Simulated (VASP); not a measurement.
A run of VASP 6.6.1:

INCAR

```
  PREC = Accurate
  ENCUT = 520
  EDIFF = 1E-7
  ISMEAR = -1
  SIGMA = 0.05
  LREAL = False
  LASPH = True
  NELM = 80
  ALGO = Normal
  ISIF = 2
  LWAVE = False
  LCHARG = False
  NBANDS = 15
```

File KPOINTS:

```
Automatic mesh
0
Gamma
  7 7 7
```

The input POSCAR:

```
KI
1.0
    0.0000000000      3.5327750000      3.5327750000
    3.5327750000      0.0000000000      3.5327750000
    3.5327750000      3.5327750000      0.0000000000
I K
1 1
Direct
    0.5000000000      0.5000000000      0.5000000000
    0.0000000000      0.0000000000      0.0000000000
```

Potentials or basis: VASP PAW LDA potentials, release 64 (I, K_sv).

The run is started by

```sh
$ cat potpaw_LDA.64/I/POTCAR potpaw_LDA.64/K_sv/POTCAR > POTCAR
$ mpirun -np 1 vasp_std > vasp.out
```

Hardware: 1 thread of AMD EPYC 9R45 (Zen 5), with other jobs on the host.

**Question.** Estimate the wall time of this run.

**Answer.** It took 16 s on 1 thread of AMD EPYC 9R45 (Zen 5) (shared host), peak memory 0.16 GiB. Counts: scf iterations 13, k points 20.
